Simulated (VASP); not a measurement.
# MnO2 (P4_2/mnm) in VASP: single point with LDA+U

Aim: the single point of MnO2 with LDA+U.

Program: VASP 6.6.1. These are calculated values, not measurements. Logs are shortened: lines on timing, memory, paths and dates and some standing lists are left out, and cuts for length are marked.

**1. The cell of the first run**

It takes space group P4_2/mnm (No. 136, tetragonal). The conventional cell has a = 4.396 Å, b = 4.396 Å, c = 2.871 Å, α = 90.00°, β = 90.00°, γ = 90.00°. Within 2.5 Å of Mn (site symmetry mmm) lie 6 O at 1.88 to 1.89 Å. Within 2.5 Å of O (site symmetry m2m) lie 3 Mn at 1.88 to 1.89 Å and 1 O at 2.46 Å.

**2. Single point, LDA+U, collinear spin, antiferromagnetic start**

File INCAR:

```
SYSTEM = MnO2
PREC = Accurate
ENCUT = 520
EDIFF = 1E-6
ISMEAR = 0
SIGMA = 0.05
LREAL = .False.
LASPH = .True.
NELM = 150
ALGO = Normal
ISIF = 2
LWAVE = .False.
LCHARG = .True.
ISPIN = 2
MAGMOM = 2.49 -2.49 -0.04 0.04 -0.04 0.04
LORBIT = 11
LMAXMIX = 4
LDAU = .True.
LDAUTYPE = 2
LDAUL = 2 -1
LDAUU = 1 0
LDAUJ = 0 0
LDAUPRINT = 1
LELF = .True.
LVHAR = .True.
NBANDS = 38
```

File KPOINTS:

```
Automatic mesh
0
Gamma
  4 4 7
  0 0 0
```

File POSCAR:

```
MnO2
1.0
    4.3959987700      0.0000000000      0.0000000000
    0.0000000000      4.3959987700      0.0000000000
    0.0000000000      0.0000000000      2.8709991900
Mn O
2 4
Direct
    0.0000000000      0.0000000000      0.0000000000
    0.5000000000      0.5000000000      0.5000000000
    0.3020000000      0.3020000000      0.0000000000
    0.1980000000      0.8020000000      0.5000000000
    0.6980000000      0.6980000000      0.0000000000
    0.8020000000      0.1980000000      0.5000000000
```

Potentials or basis: VASP PAW LDA potentials, release 64 (Mn_pv, O).

Launch:

```console
> cat potpaw_LDA.64/Mn_pv/POTCAR potpaw_LDA.64/O/POTCAR > POTCAR
> mpirun -np 1 vasp_std > vasp.out
```

OUTCAR:

```text
SYSTEM = MnO2
   PREC = Accurate
   ENCUT = 520
   EDIFF = 1E-6
   ISMEAR = 0
   LREAL = .False.
   LASPH = .True.
   NELM = 150
   ISIF = 2
   ISPIN = 2
   LORBIT = 11

 ion  position               nearest neighbor table
   1  0.000  0.000  0.000-   3 1.88   5 1.88   4 1.89   6 1.89   4 1.89   6 1.89
   2  0.500  0.500  0.500-   4 1.88   6 1.88   5 1.89   3 1.89   3 1.89   5 1.89
   3  0.302  0.302  0.000-   1 1.88   2 1.89   2 1.89
   4  0.198  0.802  0.500-   2 1.88   1 1.89   1 1.89
   5  0.698  0.698  0.000-   1 1.88   2 1.89   2 1.89
   6  0.802  0.198  0.500-   2 1.88   1 1.89   1 1.89

  LATTYP: Found a simple tetragonal cell.
 ALAT       =     4.3959987700
 C/A-ratio  =     0.6530937200

  Lattice vectors:

 A1 = (   4.3959987700,   0.0000000000,   0.0000000000)
 A2 = (   0.0000000000,   4.3959987700,   0.0000000000)
 A3 = (   0.0000000000,   0.0000000000,   2.8709991900)

Analysis of symmetry for initial positions (statically):
=====================================================================
 Subroutine PRICEL returns:
 Original cell was already a primitive cell.

 Routine SETGRP: Setting up the symmetry group for a
 simple tetragonal supercell.

 Subroutine GETGRP returns: Found 16 space group operations
 (whereof  8 operations were pure point group operations)
 out of a pool of 16 trial point group operations.

The static configuration has the point symmetry D_2h.
 The point group associated with its full space group is D_4h.

Analysis of symmetry for dynamics (positions and initial velocities):
=====================================================================
 Subroutine PRICEL returns:
 Original cell was already a primitive cell.

 Routine SETGRP: Setting up the symmetry group for a
 simple tetragonal supercell.

 Subroutine GETGRP returns: Found 16 space group operations
 (whereof  8 operations were pure point group operations)
 out of a pool of 16 trial point group operations.

The dynamic configuration has the point symmetry D_2h.
 The point group associated with its full space group is D_4h.

Analysis of structural, dynamic, and magnetic symmetry:
=====================================================================
 Subroutine PRICEL returns:
 Original cell was already a primitive cell.

 Routine SETGRP: Setting up the symmetry group for a
 simple tetragonal supercell.

 Subroutine GETGRP returns: Found 16 space group operations
 (whereof  8 operations were pure point group operations)
 out of a pool of 16 trial point group operations.

The overall configuration has the point symmetry D_2h.
 The point group associated with its full space group is D_4h.

 Subroutine INISYM returns: Found 16 space group operations
 (whereof  8 operations are pure point group operations),
 and found     1 'primitive' translations

----------------------------------------------------------------------------------------

                                     Primitive cell

  volume of cell :      55.4815

  direct lattice vectors                    reciprocal lattice vectors
     4.395998770  0.000000000  0.000000000     0.227479590  0.000000000  0.000000000
     0.000000000  4.395998770  0.000000000     0.000000000  0.227479590  0.000000000
     0.000000000  0.000000000  2.870999190     0.000000000  0.000000000  0.348310791

  length of vectors
     4.395998770  4.395998770  2.870999190     0.227479590  0.227479590  0.348310791

  position of ions in fractional coordinates (direct lattice)
     0.000000000  0.000000000  0.000000000
     0.500000000  0.500000000  0.500000000
     0.302000000  0.302000000  0.000000000
     0.198000000  0.802000000  0.500000000
     0.698000000  0.698000000  0.000000000
[... 154 lines left out ...]
  o =  0.4703  v = -0.8604  0.0000  0.5095  0.0000 -0.0000  0.0000  0.0000  0.0000  0.0000  0.0000      0.0000  0.0000  0.0000  0.0000  0.0000  0.0000  0.0000  0.0000  0.0000  0.0000
  o =  0.9229  v =  0.0000 -0.0000 -0.0000  0.0000 -1.0000  0.0000  0.0000  0.0000  0.0000  0.0000      0.0000  0.0000  0.0000  0.0000  0.0000  0.0000  0.0000  0.0000  0.0000  0.0000
  o =  0.9369  v =  0.0000  0.7071  0.0000  0.7071 -0.0000  0.0000  0.0000  0.0000  0.0000  0.0000      0.0000  0.0000  0.0000  0.0000  0.0000  0.0000  0.0000  0.0000  0.0000  0.0000
  o =  0.9413  v = -0.5095  0.0000 -0.8604  0.0000  0.0000  0.0000  0.0000  0.0000  0.0000  0.0000      0.0000  0.0000  0.0000  0.0000  0.0000  0.0000  0.0000  0.0000  0.0000  0.0000

atom =   2  type =  1  l = 2

 onsite density matrix

spin component  1

  0.2901  0.0000  0.1027  0.0000  0.0000
  0.0000  0.2713  0.0000  0.0868  0.0000
  0.1027  0.0000  0.1792  0.0000  0.0000
  0.0000  0.0868  0.0000  0.2713  0.0000
  0.0000  0.0000  0.0000  0.0000  0.2188

spin component  2

  0.5926  0.0000 -0.2065  0.0000 -0.0000
  0.0000  0.6993  0.0000 -0.2376  0.0000
 -0.2065  0.0000  0.8190  0.0000 -0.0000
  0.0000 -0.2376  0.0000  0.6993  0.0000
 -0.0000  0.0000 -0.0000  0.0000  0.9229

 occupancies and eigenvectors

  o =  0.1180  v = -0.5122  0.0000  0.8588  0.0000  0.0000  0.0000  0.0000  0.0000  0.0000  0.0000      0.0000  0.0000  0.0000  0.0000  0.0000  0.0000  0.0000  0.0000  0.0000  0.0000
  o =  0.1846  v =  0.0000 -0.7071  0.0000  0.7071 -0.0000  0.0000  0.0000  0.0000  0.0000  0.0000      0.0000  0.0000  0.0000  0.0000  0.0000  0.0000  0.0000  0.0000  0.0000  0.0000
  o =  0.2188  v =  0.0000 -0.0000 -0.0000  0.0000  1.0000  0.0000  0.0000  0.0000  0.0000  0.0000      0.0000  0.0000  0.0000  0.0000  0.0000  0.0000  0.0000  0.0000  0.0000  0.0000
  o =  0.3514  v = -0.8588  0.0000 -0.5122  0.0000 -0.0000  0.0000  0.0000  0.0000  0.0000  0.0000      0.0000  0.0000  0.0000  0.0000  0.0000  0.0000  0.0000  0.0000  0.0000  0.0000
  o =  0.3581  v =  0.0000 -0.7071  0.0000 -0.7071 -0.0000  0.0000  0.0000  0.0000  0.0000  0.0000      0.0000  0.0000  0.0000  0.0000  0.0000  0.0000  0.0000  0.0000  0.0000  0.0000
  o =  0.4617  v =  0.0000  0.0000  0.0000  0.0000  0.0000  0.0000 -0.7071  0.0000 -0.7071  0.0000      0.0000  0.0000  0.0000  0.0000  0.0000  0.0000  0.0000  0.0000  0.0000  0.0000
  o =  0.4703  v =  0.0000  0.0000  0.0000  0.0000  0.0000 -0.8604  0.0000 -0.5095  0.0000 -0.0000      0.0000  0.0000  0.0000  0.0000  0.0000  0.0000  0.0000  0.0000  0.0000  0.0000
  o =  0.9229  v =  0.0000  0.0000  0.0000  0.0000  0.0000  0.0000  0.0000 -0.0000  0.0000  1.0000      0.0000  0.0000  0.0000  0.0000  0.0000  0.0000  0.0000  0.0000  0.0000  0.0000
  o =  0.9369  v =  0.0000  0.0000  0.0000  0.0000  0.0000  0.0000  0.7071  0.0000 -0.7071 -0.0000      0.0000  0.0000  0.0000  0.0000  0.0000  0.0000  0.0000  0.0000  0.0000  0.0000
  o =  0.9413  v =  0.0000  0.0000  0.0000  0.0000  0.0000 -0.5095  0.0000  0.8604  0.0000  0.0000      0.0000  0.0000  0.0000  0.0000  0.0000  0.0000  0.0000  0.0000  0.0000  0.0000

 number of electron      49.9999990 magnetization      -0.0000000

 Free energy of the ion-electron system (eV)
  ---------------------------------------------------
  ext. energy  EPLUGINS =         0.00000000
  ---------------------------------------------------
  free energy    TOTEN  =       -51.46174857 eV

  energy without entropy =      -51.46038858  energy(sigma->0) =      -51.46106858

 E-fermi :   5.0451     XC(G=0): -12.6319

 val. band max:        5.0304843403   @ k =   0.2500   0.2500   0.0000
 cond. band min:       5.0980142408   @ k =   0.0000   0.0000   0.1429
 fundamental gap:      0.0675299006
 Fermi energy:         5.0451309006

 spin component 1

 k-point     1 :       0.0000    0.0000    0.0000
  band No.  band energies     occupation
      1     -45.0179      1.00000
      2     -44.9241      1.00000
      3     -44.8555      1.00000
      4     -42.3916      1.00000
      5     -42.3393      1.00000
      6     -42.3167      1.00000
[... 949 lines left out ...]
     36      18.3625      0.00000
     37      20.0170      0.00000
 Fermi energy:         5.0451309006

 spin component 2

 k-point     1 :       0.0000    0.0000    0.0000
  band No.  band energies     occupation
      1     -45.0179      1.00000
      2     -44.9241      1.00000
      3     -44.8555      1.00000
      4     -42.3916      1.00000
      5     -42.3393      1.00000
      6     -42.3167      1.00000
[... 949 lines left out ...]
     36      18.3625      0.00000
     37      20.0170      0.00000
 [bands above 37 left out]

------------------------ aborting loop because EDIFF is reached ----------------------------------------

  FORCE on cell =-STRESS in cart. coord.  units (eV):
  Direction    XX          YY          ZZ          XY          YZ          ZX
  --------------------------------------------------------------------------------------
  -------------------------------------------------------------------------------------
  Total       -3.8555472     -3.8555472     -5.4577322     -0.0000000      0.0000000      0.0000000
  in kB     -111.3392812   -111.3392812   -157.6066749     -0.0000000      0.0000000      0.0000000
  external PRESSURE =    -126.7617458 kB  Pullay stress =       0.0000000 kB

 VOLUME and BASIS-vectors are now :
 -----------------------------------------------------------------------------
  energy-cutoff  :      520.00
  volume of cell :       55.48
      direct lattice vectors                 reciprocal lattice vectors
     4.395998770  0.000000000  0.000000000     0.227479590  0.000000000  0.000000000
     0.000000000  4.395998770  0.000000000     0.000000000  0.227479590  0.000000000
     0.000000000  0.000000000  2.870999190     0.000000000  0.000000000  0.348310791

 POSITION                                       TOTAL-FORCE (eV/Angst)
 -----------------------------------------------------------------------------------
      0.00000      0.00000      0.00000         0.000000     -0.000000      0.000000
      2.19800      2.19800      1.43550         0.000000     -0.000000      0.000000
      1.32759      1.32759      0.00000         0.309090      0.309090     -0.000000
      0.87041      3.52559      1.43550        -0.309090      0.309090      0.000000
      3.06841      3.06841      0.00000        -0.309090     -0.309090      0.000000
      3.52559      0.87041      1.43550         0.309090     -0.309090      0.000000
 -----------------------------------------------------------------------------------
    total drift:                                0.000000      0.000000      0.000000

  FREE ENERGIE OF THE ION-ELECTRON SYSTEM (eV)
  ---------------------------------------------------
  free  energy   TOTEN  =       -51.4617485709 eV

  energy  without entropy=      -51.4603885843  energy(sigma->0) =      -51.46106858

 total charge

# of ion       s       p       d       tot
------------------------------------------
    1        0.357   6.472   4.928  11.757
    2        0.357   6.472   4.928  11.757
    3        1.556   3.435   0.000   4.991
    4        1.556   3.435   0.000   4.991
    5        1.556   3.435   0.000   4.991
    6        1.556   3.435   0.000   4.991
--------------------------------------------------
tot          6.938  26.685   9.856  43.479

 magnetization (x)

# of ion       s       p       d       tot
------------------------------------------
    1        0.011   0.017   2.502   2.530
    2       -0.011  -0.017  -2.502  -2.530
    3       -0.001  -0.035   0.000  -0.036
    4        0.001   0.035   0.000   0.036
    5       -0.001  -0.035   0.000  -0.036
    6        0.001   0.035   0.000   0.036
--------------------------------------------------
tot          0.000   0.000   0.000   0.000
```

Run time: 57 s. Hardware: 1 thread of Intel Xeon Platinum 8488C (Sapphire Rapids), shared host; peak memory 0.2 GiB.

What came out:

| Quantity | Value |
| --- | --- |
| Free energy | -51.4617 eV |
| Pressure | -12.7 GPa |
| Largest force | 0.437 eV/Å |
| Band gap on the k mesh | zero (filled and empty bands overlap) |
| Net moment | 0.00 μB per cell |
| Site moments | Mn +2.53, -2.53; O -0.04, +0.04 μB |
| Valence electrons inside the program's atomic spheres | Mn 11.76; O 4.99 |

Forces on the atoms (eV/Å):
```
Mn   0.000  0.000  0.000
Mn   0.000  0.000  0.000
O    0.309  0.309  0.000
O   -0.309  0.309  0.000
O   -0.309 -0.309  0.000
O    0.309 -0.309  0.000
```

Eigenvalues of the final occupation matrices:
| site | spin | trace | eigenvalues |
| --- | --- | --- | --- |
| site 1 d | 1 | 3.73 | 0.46 0.47 0.92 0.94 0.94 |
| site 1 d | 2 | 1.23 | 0.12 0.18 0.22 0.35 0.36 |
| site 2 d | 1 | 1.23 | 0.12 0.18 0.22 0.35 0.36 |
| site 2 d | 2 | 3.73 | 0.46 0.47 0.92 0.94 0.94 |
